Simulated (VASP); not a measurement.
# BiB in VASP: settings compared, part 2 of 2

VASP 6.6.1.

**4. Single point, r2SCAN (uniaxial z strain -3.0%)**

POSCAR

```
BiB
1.0
    0.0000000000      2.7448744743      2.6625282401
    2.7448744743      0.0000000000      2.6625282401
    2.7448744743      2.7448744743      0.0000000000
B Bi
1 1
Direct
    0.0000000000      0.0000000000      0.0000000000
    0.2500000000      0.2500000000      0.2500000000
```

INCAR.step1

```
SYSTEM = BiB
  ALGO = Normal
  EDIFF = 1E-4
  ENCUT = 520
  GGA = PE
  ISMEAR = 0
  LASPH = .TRUE.
  LCHARG = .FALSE.
  LREAL = .FALSE.
  LWAVE = .TRUE.
  NBANDS = 16
  NELM = 60
  PREC = Accurate
  SIGMA = 0.01
```

INCAR.step2

```
SYSTEM = BiB
  ALGO = Normal
  EDIFF = 1E-6
  ENCUT = 520
  ISIF = 2
  ISMEAR = 0
  ISTART = 1
  LASPH = .TRUE.
  LCHARG = .FALSE.
  LMIXTAU = .TRUE.
  LREAL = .FALSE.
  LWAVE = .FALSE.
  METAGGA = R2SCAN
  NBANDS = 16
  NELM = 60
  PREC = Accurate
  SIGMA = 0.01
```

KPOINTS

```
k-points
0
G
  8 8 8
  0 0 0
```

Potentials or basis: VASP PAW PBE potentials, release 64 (B, Bi_d).

Command:

```
cat potpaw_PBE.64/B/POTCAR potpaw_PBE.64/Bi_d/POTCAR > POTCAR
cp INCAR.step1 INCAR
mpirun -np 1 vasp_std > vasp.out
cp INCAR.step2 INCAR
mpirun -np 1 vasp_std > vasp.out
```

OUTCAR:

```text
SYSTEM = BiB
   EDIFF = 1E-6
   ENCUT = 520
   ISIF = 2
   ISMEAR = 0
   ISTART = 1
   LASPH = .TRUE.
   LREAL = .FALSE.
   METAGGA = R2SCAN
   NELM = 60
   PREC = Accurate

 ion  position               nearest neighbor table
   1  0.000  0.000  0.000-   2 2.35   2 2.35   2 2.35   2 2.35
   2  0.250  0.250  0.250-   1 2.35   1 2.35   1 2.35   1 2.35

  LATTYP: Found a body centered tetragonal cell.
 ALAT       =     3.8818387086
 C/A-ratio  =     1.3717871555

  Lattice vectors:

 A1 = (   0.0000000000,  -2.7448744743,  -2.6625282401)
 A2 = (   0.0000000000,   2.7448744743,  -2.6625282401)
 A3 = (   2.7448744743,   0.0000000000,   2.6625282401)

Analysis of symmetry for initial positions (statically):
=====================================================================
 Subroutine PRICEL returns:
 Original cell was already a primitive cell.

 Routine SETGRP: Setting up the symmetry group for a
 body centered tetragonal supercell.

 Subroutine GETGRP returns: Found  8 space group operations
 (whereof  8 operations were pure point group operations)
 out of a pool of 16 trial point group operations.

The static configuration has the point symmetry D_2d.

Analysis of symmetry for dynamics (positions and initial velocities):
=====================================================================
 Subroutine PRICEL returns:
 Original cell was already a primitive cell.

 Routine SETGRP: Setting up the symmetry group for a
 body centered tetragonal supercell.

 Subroutine GETGRP returns: Found  8 space group operations
 (whereof  8 operations were pure point group operations)
 out of a pool of 16 trial point group operations.

The dynamic configuration has the point symmetry D_2d.

 Subroutine INISYM returns: Found  8 space group operations
 (whereof  8 operations are pure point group operations),
 and found     1 'primitive' translations

[... 106 lines left out ...]
   NUPDOWN=      -1.0000    fix difference up-down
   EMIN   =  10.00;   EMAX   =-10.00  energy-range for DOS
   EFERMI =   0.00;   METHOD = LEGACY
   ISMEAR =     0;   SIGMA  =   0.01  broadening in eV -4-tet -1-fermi 0-gaus
   EFERMI_NEDOS =   21; number of points for ismear=-14 and -15
   IALGO  =     38    algorithm
   IMIX   =      4    mixing-type and parameters
     AMIX     =   0.40;   BMIX     =  1.00
     AMIX_MAG =   1.60;   BMIX_MAG =  1.00
  volume/ion in A,a.u.               =      20.06       135.37
  Fermi-wavevector in a.u.,A,eV,Ry     =   1.253264  2.368326 21.370275  1.570671
  Thomas-Fermi vector in A             =   2.387125
   LORBIT       =      0    0 simple, 1 ext, 2 COOP (PROOUT), +10 PAW based schemes
   METAGGA = R2SCAN    functional components
   LHFCALC =     F    Hartree Fock is set to
   AEXX    =    0.0000 exact exchange contribution
   IVDW    =     0    specifies the selected vdW correction
   LEPSILON=     F    determine dielectric tensor
   LRPA    =     F    only Hartree local field effects (RPA)
 non-spin polarized calculation
 Gauss-broadening in eV      SIGMA  =   0.01
  energy-cutoff  :      520.00
  volume of cell :       40.12
 maximum number of plane-waves:      1094
   NGX = 15   NGY = 15   NGZ = 15

 number of electron      17.9999999 magnetization

 Free energy of the ion-electron system (eV)
  ---------------------------------------------------
  ext. energy  EPLUGINS =         0.00000000
  ---------------------------------------------------
  free energy    TOTEN  =       -64.29068922 eV

  energy without entropy =      -64.29068922  energy(sigma->0) =      -64.29068922

 E-fermi :   7.6926     XC(G=0): -10.9065

 val. band max:        7.6380923250   @ k =   0.0000   0.0000   0.0000
 cond. band min:       8.0733448908   @ k =   0.3750   0.3750   0.0000
 fundamental gap:      0.4352525658
 Fermi energy:         7.6925691579

 k-point     1 :       0.0000    0.0000    0.0000
  band No.  band energies     occupation
      1     -16.4784      2.00000
      2     -16.4784      2.00000
      3     -16.4627      2.00000
      4     -16.3605      2.00000
      5     -16.3599      2.00000
      6      -7.6181      2.00000
[... 433 lines left out ...]
      3     -16.4274      2.00000
      4     -16.3606      2.00000
      5     -16.3408      2.00000
      6      -6.0072      2.00000
[... 8 lines left out ...]
     15      17.8052      0.00000
     16      19.2787      0.00000

 [... further k-points ...]
[... 5 lines left out ...]
  --------------------------------------------------------------------------------------
  -------------------------------------------------------------------------------------
  Total        0.3895469      0.3895469      1.1314147      0.0000000      0.0000000      0.0000000
  in kB       15.5561149     15.5561149     45.1817673      0.0000000      0.0000000      0.0000000
  external PRESSURE =      25.4313323 kB  Pullay stress =       0.0000000 kB

 VOLUME and BASIS-vectors are now :
 -----------------------------------------------------------------------------
  energy-cutoff  :      520.00
  volume of cell :       40.12
      direct lattice vectors                 reciprocal lattice vectors
     0.000000000  2.744874474  2.662528240    -0.182157692  0.182157692  0.187791435
     2.744874474  0.000000000  2.662528240     0.182157692 -0.182157692  0.187791435
     2.744874474  2.744874474  0.000000000     0.182157692  0.182157692 -0.187791435

 POSITION                                       TOTAL-FORCE (eV/Angst)
 -----------------------------------------------------------------------------------
      0.00000      0.00000      0.00000         0.000000      0.000000      0.000000
      1.37244      1.37244      1.33126        -0.000000     -0.000000      0.000000
 -----------------------------------------------------------------------------------
    total drift:                               -0.000032     -0.000032     -0.000019

  FREE ENERGIE OF THE ION-ELECTRON SYSTEM (eV)
  ---------------------------------------------------
  free  energy   TOTEN  =       -64.2906892230 eV

  energy  without entropy=      -64.2906892230  energy(sigma->0) =      -64.29068922
```

OUTCAR.step1:

```text
SYSTEM = BiB
   EDIFF = 1E-4
   ENCUT = 520
   GGA = PE
   ISMEAR = 0
   LASPH = .TRUE.
   LREAL = .FALSE.
[... 677 lines left out ...]
      0.00000      0.00000      0.00000        -0.000000     -0.000000     -0.000000
      1.37244      1.37244      1.33126         0.000000      0.000000      0.000000
 -----------------------------------------------------------------------------------
    total drift:                                0.000000      0.000000     -0.000007

  FREE ENERGIE OF THE ION-ELECTRON SYSTEM (eV)
  ---------------------------------------------------
  free  energy   TOTEN  =        -8.9625890393 eV

  energy  without entropy=       -8.9625890393  energy(sigma->0) =       -8.96258904
```

OSZICAR.step1:

```text
N       E                     dE             d eps       ncg     rms          rms(c)
DAV:   1     0.132640395981E+03    0.13264E+03   -0.98940E+03  1904   0.135E+03
DAV:   2    -0.944341114915E+00   -0.13358E+03   -0.12896E+03  2088   0.344E+02
DAV:   3    -0.954027592988E+01   -0.85959E+01   -0.85664E+01  2432   0.852E+01
DAV:   4    -0.972816172908E+01   -0.18789E+00   -0.18785E+00  2480   0.137E+01
DAV:   5    -0.973484060319E+01   -0.66789E-02   -0.66787E-02  2640   0.237E+00    0.397E+00
DAV:   6    -0.898670006379E+01    0.74814E+00   -0.14805E+00  2520   0.861E+00    0.146E+00
DAV:   7    -0.896443553484E+01    0.22265E-01   -0.20083E-01  2224   0.222E+00    0.757E-01
DAV:   8    -0.896265994650E+01    0.17756E-02   -0.22239E-02  2624   0.148E+00    0.111E-01
DAV:   9    -0.896245011407E+01    0.20983E-03   -0.28624E-03  2504   0.601E-01    0.530E-02
DAV:  10    -0.896255763594E+01   -0.10752E-03   -0.33439E-04  2232   0.157E-01    0.257E-02
DAV:  11    -0.896258903934E+01   -0.31403E-04   -0.69665E-05  1792   0.867E-02
   1 F= -.89625890E+01 E0= -.89625890E+01  d E =-.363485-114
```

Run time: 73 s. Hardware: 1 thread of AMD EPYC 9R45 (Zen 5), shared host; peak memory 0.16 GiB.

What came out:

| Quantity | Value |
| --- | --- |
| Free energy | -64.2907 eV |
| Pressure | 2.5 GPa |
| Band gap on the k mesh | 0.44 eV, indirect (least direct gap 0.46 eV) |

Caveat: the cell differs from its parent crystal (uniaxial z strain -3.0%); the PAW data sets were made with another functional, which shifts forces and pressure a little; spin-orbit coupling is left out, which moves the levels of the heavy elements. A k mesh can miss the band edges.

**5. The runs side by side**

| level | cell | smearing | gap on the mesh (eV) | pressure (GPa) |
| --- | --- | --- | --- | --- |
| PBE | a = 3.878, b = 3.878, c = 3.862 Å, angles 60.1, 60.1, 59.7°, 2 atoms | fermi-dirac 0.02 eV | 0.31 | 1.8 |
| PBE | a = 3.934 Å, angles 59.1°, 2 atoms | fermi-dirac 0.02 eV | 0.07 | -0.2 |
| r2SCAN | a = 3.824, b = 3.824, c = 3.882 Å, angles 59.5, 59.5, 61.0°, 2 atoms | gaussian 0.01 eV | 0.44 | 2.5 |

Alike in all rows: task single point; potentials or basis VASP PAW PBE potentials, release 64 (B, Bi_d); no spin polarisation; k mesh 8 × 8 × 8; cutoff (eV) 520.

Caveats: spin-orbit coupling is left out, which moves the levels of the heavy elements; the PAW data sets were made with another functional, which shifts forces and pressure a little (some runs).

Absolute energies hang on the potentials; compare differences alone.
